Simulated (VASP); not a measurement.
# AlGaN2 (P-4m2) in VASP: further runs

AlGaN2 is run at these levels: LDA; tasks: single point.

Program: VASP 6.6.1. These are calculated values, not measurements. Logs are shortened: lines on timing, memory, paths and dates and some standing lists are left out, and cuts for length are marked.

### 1 The cell of the first run

Symmetry: P-4m2, No. 115, tetragonal system. Conventional cell: a = 3.115 Å, b = 3.115 Å, c = 4.384 Å, α = 90.00°, β = 90.00°, γ = 90.00°. Within 2.5 Å of Al (site symmetry -4m2) lie 4 N at 1.88 Å. Ga (site symmetry -4m2) has 4 N at 1.93 Å within 2.6 Å. N (site symmetry 2mm) has 2 Al at 1.88 Å and 2 Ga at 1.93 Å within 2.5 Å.

### 2 Single point, LDA

Input file INCAR:

```
SYSTEM = AlGaN2
  ALGO = Normal
  EDIFF = 1E-6
  ENCUT = 520
  GGA = CA
  ISIF = 2
  ISMEAR = 0
  LASPH = .True.
  LCHARG = .False.
  LREAL = .False.
  LWAVE = .False.
  NBANDS = 21
  NELM = 60
  PREC = Accurate
  SIGMA = 0.02
```

Input file KPOINTS:

```
k-points
0
Gamma
  8 8 6
  0 0 0
```

Input file POSCAR:

```
AlGaN2
1.0
    3.1152864669      0.0000000000      0.0000000000
    0.0000000000      3.1152864669      0.0000000000
    0.0000000000      0.0000000000      4.3843302008
Al Ga N
1 1 2
Direct
    0.5000000000      0.5000000000      0.5000000000
    0.0000000000      0.0000000000      0.0000000000
    0.5000000000      0.0000000000      0.7400513254
    0.0000000000      0.5000000000      0.2599486746
```

Potentials or basis: VASP PAW LDA potentials, release 64 (Al, Ga_d, N).

The run is started by

```bash
$ cat potpaw_LDA.64/Al/POTCAR potpaw_LDA.64/Ga_d/POTCAR potpaw_LDA.64/N/POTCAR > POTCAR
$ mpirun -np 1 vasp_std > vasp.out
```

OUTCAR:

```text
SYSTEM = AlGaN2
   EDIFF = 1E-6
   ENCUT = 520
   GGA = CA
   ISIF = 2
   ISMEAR = 0
   LASPH = .True.
   LREAL = .False.
   NELM = 60
   PREC = Accurate

 ion  position               nearest neighbor table
   1  0.500  0.500  0.500-   3 1.88   4 1.88   3 1.88   4 1.88   2 3.11   2 3.11   2 3.11   2 3.11
                             2 3.11   2 3.11   2 3.11   2 3.11
   2  0.000  0.000  0.000-   3 1.93   4 1.93   4 1.93   3 1.93   1 3.11   1 3.11   1 3.11   1 3.11
                             1 3.11   1 3.11   1 3.11   1 3.11
   3  0.500  0.000  0.740-   1 1.88   1 1.88   2 1.93   2 1.93
   4  0.000  0.500  0.260-   1 1.88   1 1.88   2 1.93   2 1.93

  LATTYP: Found a simple tetragonal cell.
 ALAT       =     3.1152864669
 C/A-ratio  =     1.4073602050

  Lattice vectors:

 A1 = (   3.1152864669,   0.0000000000,   0.0000000000)
 A2 = (   0.0000000000,   3.1152864669,   0.0000000000)
 A3 = (   0.0000000000,   0.0000000000,   4.3843302008)

Analysis of symmetry for initial positions (statically):
=====================================================================
 Subroutine PRICEL returns:
 Original cell was already a primitive cell.

 Routine SETGRP: Setting up the symmetry group for a
 simple tetragonal supercell.

 Subroutine GETGRP returns: Found  8 space group operations
 (whereof  8 operations were pure point group operations)
 out of a pool of 16 trial point group operations.

The static configuration has the point symmetry D_2d.

Analysis of symmetry for dynamics (positions and initial velocities):
=====================================================================
 Subroutine PRICEL returns:
 Original cell was already a primitive cell.

 Routine SETGRP: Setting up the symmetry group for a
 simple tetragonal supercell.

 Subroutine GETGRP returns: Found  8 space group operations
 (whereof  8 operations were pure point group operations)
 out of a pool of 16 trial point group operations.

The dynamic configuration has the point symmetry D_2d.

 Subroutine INISYM returns: Found  8 space group operations
 (whereof  8 operations are pure point group operations),
 and found     1 'primitive' translations

----------------------------------------------------------------------------------------

                                     Primitive cell

  volume of cell :      42.5500

  direct lattice vectors                    reciprocal lattice vectors
     3.115286467  0.000000000  0.000000000     0.320997767  0.000000000  0.000000000
     0.000000000  3.115286467  0.000000000     0.000000000  0.320997767  0.000000000
     0.000000000  0.000000000  4.384330201     0.000000000  0.000000000  0.228085011

  length of vectors
     3.115286467  3.115286467  4.384330201     0.320997767  0.320997767  0.228085011

  position of ions in fractional coordinates (direct lattice)
     0.500000000  0.500000000  0.500000000
     0.000000000  0.000000000  0.000000000
     0.500000000  0.000000000  0.740051325
     0.000000000  0.500000000  0.259948675

  ion indices of the primitive-cell ions
   primitive index   ion index
                 1           1
                 2           2
                 3           3
                 4           4

----------------------------------------------------------------------------------------

 KPOINTS: k-points

Automatic generation of k-mesh.
 Grid dimensions read from file:
 generate k-points for:    8    8    6

 Generating k-lattice:

  Cartesian coordinates                     Fractional coordinates (reciprocal lattice)
     0.040124721  0.000000000  0.000000000     0.125000000  0.000000000  0.000000000
     0.000000000  0.040124721  0.000000000     0.000000000  0.125000000  0.000000000
     0.000000000  0.000000000  0.038014168     0.000000000  0.000000000  0.166666667

  Length of vectors
     0.040124721  0.040124721  0.038014168

  Shift w.r.t. Gamma in fractional coordinates (k-lattice)
     0.000000000  0.000000000  0.000000000

 Subroutine IBZKPT returns following result:
 ===========================================

 Found     60 irreducible k-points:

 Following reciprocal coordinates:
            Coordinates               Weight
  0.000000  0.000000  0.000000      1.000000
  0.125000  0.000000  0.000000      4.000000
  0.250000  0.000000  0.000000      4.000000
  0.375000  0.000000  0.000000      4.000000
  0.500000  0.000000  0.000000      2.000000
  0.125000  0.125000  0.000000      4.000000
[... 16 lines left out ...]
  0.375000  0.125000  0.166667     16.000000
  0.500000  0.125000  0.166667      8.000000
 [... further k-points ...]
   k-points           NKPTS =     60   k-points in BZ     NKDIM =     60   number of bands    NBANDS=     21
   number of dos      NEDOS =    301   number of ions     NIONS =      4
   total plane-waves  NPLWV =  20736
   dimension x,y,z NGX =    24 NGY =   24 NGZ =   36
   dimension x,y,z NGXF=    48 NGYF=   48 NGZF=   72
   ions per type =               1   1   2
   NGX,Y,Z   is equivalent  to a cutoff of  12.81, 12.81, 13.65 a.u.
   NGXF,Y,Z  is equivalent  to a cutoff of  25.61, 25.61, 27.30 a.u.
 SYSTEM =  AlGaN2
   PREC   = accura    normal or accurate (medium, high low for compatibility)
   ISTART =      0    job   : 0-new  1-cont  2-samecut
   ICHARG =      2    charge: 1-file 2-atom 10-const
   ISPIN  =      1    spin polarized calculation?
   LNONCOLLINEAR =      F non collinear calculations
   LSORBIT =      F    spin-orbit coupling
   LASPH  =      T    aspherical Exc in radial PAW
   ENCUT  =  520.0 eV  38.22 Ry    6.18 a.u.   5.79  5.79  8.15*2*pi/ulx,y,z
   NELM   =     60;   NELMIN=  2; NELMDL= -5     # of ELM steps
   EDIFF  = 0.1E-05   stopping-criterion for ELM
   LREAL  =      F    real-space projection
   EDIFFG = 0.1E-04   stopping-criterion for IOM
   NSW    =      0    number of steps for IOM
   IBRION =     -1    ionic relax: 0-MD 1-quasi-New 2-CG
   NFREE  =      0    steps in history (QN), initial steepest desc. (CG)
   ISIF   =      2    stress and relaxation
   ISYM   =      2    0-nonsym 1-usesym 2-fastsym
   POTIM  = 0.5000    time-step for ionic-motion
   TEBEG  =    0.0;   TEEND  =   0.0 temperature during run
   PSTRESS=    0.0 pullay stress
   NELECT =      26.0000    total number of electrons
   NUPDOWN=      -1.0000    fix difference up-down
   EMIN   =  10.00;   EMAX   =-10.00  energy-range for DOS
   EFERMI =   0.00;   METHOD = LEGACY
   ISMEAR =     0;   SIGMA  =   0.02  broadening in eV -4-tet -1-fermi 0-gaus
   EFERMI_NEDOS =   21; number of points for ismear=-14 and -15
   IALGO  =     38    algorithm
   IMIX   =      4    mixing-type and parameters
     AMIX     =   0.40;   BMIX     =  1.00
     AMIX_MAG =   1.60;   BMIX_MAG =  1.00
  volume/ion in A,a.u.               =      10.64        71.79
  Fermi-wavevector in a.u.,A,eV,Ry     =   1.389205  2.625216 26.257738  1.929889
  Thomas-Fermi vector in A             =   2.513258
   LORBIT       =      0    0 simple, 1 ext, 2 COOP (PROOUT), +10 PAW based schemes
   GGA     = CA    functional components
   LHFCALC =     F    Hartree Fock is set to
   AEXX    =    0.0000 exact exchange contribution
   IVDW    =     0    specifies the selected vdW correction
   LEPSILON=     F    determine dielectric tensor
   LRPA    =     F    only Hartree local field effects (RPA)
 non-spin polarized calculation
 Gauss-broadening in eV      SIGMA  =   0.02
  energy-cutoff  :      520.00
  volume of cell :       42.55
 maximum number of plane-waves:      1176
 NGX is ok and might be reduce to    24
   NGX = 11   NGY = 11   NGZ = 17

 number of electron      25.9999993 magnetization

 Free energy of the ion-electron system (eV)
  ---------------------------------------------------
  ext. energy  EPLUGINS =         0.00000000
  ---------------------------------------------------
  free energy    TOTEN  =       -30.31528892 eV

  energy without entropy =      -30.31528892  energy(sigma->0) =      -30.31528892

 E-fermi :   5.8208     XC(G=0): -11.8467

 val. band max:        5.6590900510   @ k =   0.0000   0.0000   0.0000
 cond. band min:       8.7253810433   @ k =   0.0000   0.0000   0.0000
 fundamental gap:      3.0662909923
 Fermi energy:         5.8208399377

 k-point     1 :       0.0000    0.0000    0.0000
  band No.  band energies     occupation
      1      -9.8940      2.00000
      2      -8.4602      2.00000
      3      -7.4306      2.00000
      4      -7.4306      2.00000
      5      -7.3838      2.00000
      6      -7.2065      2.00000
[... 13 lines left out ...]
     20      18.4645      0.00000
     21      20.6128      0.00000

 k-point     2 :       0.1250    0.0000    0.0000
  band No.  band energies     occupation
      1      -9.7543      2.00000
      2      -8.4580      2.00000
      3      -7.4404      2.00000
      4      -7.4278      2.00000
      5      -7.3581      2.00000
      6      -7.2188      2.00000
[... 13 lines left out ...]
     20      18.2721      0.00000
     21      20.1665      0.00000

 k-point     3 :       0.2500    0.0000    0.0000
  band No.  band energies     occupation
      1      -9.3830      2.00000
      2      -8.4653      2.00000
      3      -7.4248      2.00000
      4      -7.4209      2.00000
      5      -7.2728      2.00000
      6      -7.2481      2.00000
[... 13 lines left out ...]
     20      17.7223      0.00000
     21      19.1573      0.00000
[... 457 lines left out ...]
 k-point    23 :       0.3750    0.1250    0.1667
  band No.  band energies     occupation
      1      -8.8388      2.00000
      2      -8.4819      2.00000
      3      -7.4245      2.00000
      4      -7.3319      2.00000
      5      -7.3001      2.00000
      6      -6.9289      2.00000
[... 13 lines left out ...]
     20      17.8199      0.00000
     21      18.0952      0.00000

 k-point    24 :       0.5000    0.1250    0.1667
  band No.  band energies     occupation
      1      -8.6766      2.00000
      2      -8.5119      2.00000
      3      -7.4176      2.00000
      4      -7.3161      2.00000
      5      -7.3134      2.00000
      6      -6.5469      2.00000
[... 13 lines left out ...]
     20      17.8597      0.00000
     21      17.8790      0.00000

 [... further k-points ...]
[... 5 lines left out ...]
  --------------------------------------------------------------------------------------
  -------------------------------------------------------------------------------------
  Total        0.2310714      0.2310714      0.2344024      0.0000000      0.0000000      0.0000000
  in kB        8.7007681      8.7007681      8.8261922      0.0000000      0.0000000      0.0000000
  external PRESSURE =       8.7425761 kB  Pullay stress =       0.0000000 kB

 VOLUME and BASIS-vectors are now :
 -----------------------------------------------------------------------------
  energy-cutoff  :      520.00
  volume of cell :       42.55
      direct lattice vectors                 reciprocal lattice vectors
     3.115286467  0.000000000  0.000000000     0.320997767  0.000000000  0.000000000
     0.000000000  3.115286467  0.000000000     0.000000000  0.320997767  0.000000000
     0.000000000  0.000000000  4.384330201     0.000000000  0.000000000  0.228085011

 POSITION                                       TOTAL-FORCE (eV/Angst)
 -----------------------------------------------------------------------------------
      1.55764      1.55764      2.19217         0.000000      0.000000      0.000000
      0.00000      0.00000      0.00000         0.000000      0.000000      0.000000
      1.55764      0.00000      3.24463        -0.000000     -0.000000     -0.030432
      0.00000      1.55764      1.13970         0.000000     -0.000000      0.030432
 -----------------------------------------------------------------------------------
    total drift:                                0.000000      0.000000      0.000000

  FREE ENERGIE OF THE ION-ELECTRON SYSTEM (eV)
  ---------------------------------------------------
  free  energy   TOTEN  =       -30.3152889194 eV

  energy  without entropy=      -30.3152889194  energy(sigma->0) =      -30.31528892
```

Wall time 16 s (1 thread of Intel Xeon 6975P-C (Granite Rapids), shared host); peak memory 0.17 GiB.

Results:

```
Free energy            : -30.3153 eV
Pressure               : 0.9 GPa
Largest force          : 0.030 eV/Å
Band gap on the k mesh : 3.07 eV, direct
```

Forces in eV/Å, atoms in the order of the input:
```
Al   0.000  0.000  0.000
Ga   0.000  0.000  0.000
N    0.000  0.000 -0.030
N    0.000  0.000  0.030
```

### 3 Single point, LDA

Input file INCAR:

```
SYSTEM = AlGaN2
PREC     = Accurate       ! precision mode
ENCUT    = 520            ! plane-wave cutoff, eV
EDIFF    = 1E-6           ! SCF threshold, eV
ISMEAR   = 0              ! smearing method
SIGMA    = 0.05           ! smearing width, eV
LREAL    = .False.        ! projectors in reciprocal space
LASPH    = .True.         ! aspherical terms in the spheres
NELM     = 60             ! most SCF steps
ALGO     = Normal         ! electronic algorithm
ISIF     = 2              ! what is computed and relaxed
LWAVE    = .False.        ! write WAVECAR
LCHARG   = .False.        ! write CHGCAR
NBANDS   = 21             ! bands
```

Input file KPOINTS:

```
regular mesh
0
Gamma
  8 8 6
  0 0 0
```

POSCAR is that of step 2.

Potentials or basis: VASP PAW LDA potentials, release 64 (Al, Ga_d, N).

The run is started by

```bash
$ cat potpaw_LDA.64/Al/POTCAR potpaw_LDA.64/Ga_d/POTCAR potpaw_LDA.64/N/POTCAR > POTCAR
$ mpirun -np 1 vasp_std > vasp.out
```

Wall time 15 s (1 thread of Intel Xeon 6975P-C (Granite Rapids), shared host); peak memory 0.17 GiB.

Results (log left out):

```
Free energy            : -30.3153 eV
Pressure               : 0.9 GPa
Largest force          : 0.030 eV/Å
Band gap on the k mesh : 3.07 eV, direct
```

Forces on the atoms (eV/Å):
```
Al   0.000  0.000  0.000
Ga   0.000  0.000  0.000
N    0.000  0.000 -0.030
N    0.000  0.000  0.030
```

Levels at points of the mesh, in eV from the valence-band top:
| k point | band 11 | band 12 | band 13 | band 14 | band 15 | band 16 |
| --- | --- | --- | --- | --- | --- | --- |
| (0.00, 0.00, 0.00) | -0.22 | 0.00 | 0.00 | 3.07 | 3.49 | 7.58 |
| (0.50, 0.00, 0.00) | -2.95 | -1.00 | -0.73 | 7.18 | 7.27 | 8.01 |
| (0.50, 0.50, 0.00) | -2.34 | -2.34 | -2.32 | 3.24 | 3.24 | 6.36 |
| (0.00, 0.00, 0.50) | -1.62 | -1.03 | -1.03 | 5.31 | 5.44 | 8.03 |
| (0.50, 0.00, 0.50) | -0.89 | -0.62 | -0.60 | 5.33 | 6.68 | 9.20 |
| (0.50, 0.50, 0.50) | -3.35 | -3.35 | -3.35 | 6.16 | 6.16 | 9.03 |

A k mesh can miss the band edges. Expect the measured gap to be larger: semilocal functionals such as LDA lack the derivative discontinuity.

(Part 1 of 2 ends here.)
